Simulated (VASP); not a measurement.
Set up this calculation in VASP 6.6.1, as the native input.

```
Task                   : single point
Functional             : PBEsol
Dispersion             : D3(BJ)
Potentials or basis    : VASP PAW PBE potentials, release 64 (Zn)
Cutoff                 : 520 eV
k mesh                 : 12 × 12 × 12
Occupations            : fermi-dirac, width 0.05 eV
Spin                   : no spin polarisation
Dipole correction      : no
Further INCAR settings : ALGO = Fast; EDIFF = 1e-07; NBANDS = 12
```

The structure of Zn lies in POSCAR:

```
Zn
1.0
   -1.5023778734      1.5023778734      1.5023778734
    1.5023778734     -1.5023778734      1.5023778734
    1.5023778734      1.5023778734     -1.5023778734
Zn
1
Direct
    0.0000000000      0.0000000000      0.0000000000
```

These files were run (other wordings do the same):

INCAR

```
SYSTEM = Zn
PREC     = Accurate       ! precision mode
ENCUT    = 520            ! plane-wave cutoff, eV
EDIFF    = 1E-7           ! SCF threshold, eV
ISMEAR   = -1             ! smearing method
SIGMA    = 0.05           ! smearing width, eV
LREAL    = .FALSE.        ! projectors in reciprocal space
LASPH    = .TRUE.         ! aspherical terms in the spheres
NELM     = 60             ! most SCF steps
ALGO     = Fast           ! electronic algorithm
ISIF     = 2              ! what is computed and relaxed
LWAVE    = .FALSE.        ! write WAVECAR
LCHARG   = .FALSE.        ! write CHGCAR
GGA      = PS             ! functional
IVDW     = 12             ! dispersion correction
NBANDS   = 12             ! bands
```

KPOINTS

```
Automatic mesh
0
G
  12 12 12
  0 0 0
```

Potentials or basis: VASP PAW PBE potentials, release 64 (Zn).

Command:

```sh
$ cat potpaw_PBE.64/Zn/POTCAR > POTCAR
$ mpirun -np 1 vasp_std > vasp.out
```

Results of the run:

```json
{
  "Pressure": "0.6 GPa",
  "Band gap on the k mesh": "zero (band 6 reaches 8.29 eV, above the bottom of band 7 at 3.16 eV)",
  "Dispersion energy per atom": "-0.404 eV"
}
```

Caveat: the PAW data sets were made with another functional, which shifts forces and pressure a little; pairwise dispersion overbinds metals, which lowers pressure and volume.

Run time: 6.6 s on 1 thread of Intel(R) Xeon(R) Platinum 8488C (Sapphire Rapids), on a shared host, peak memory 0.14 GiB.
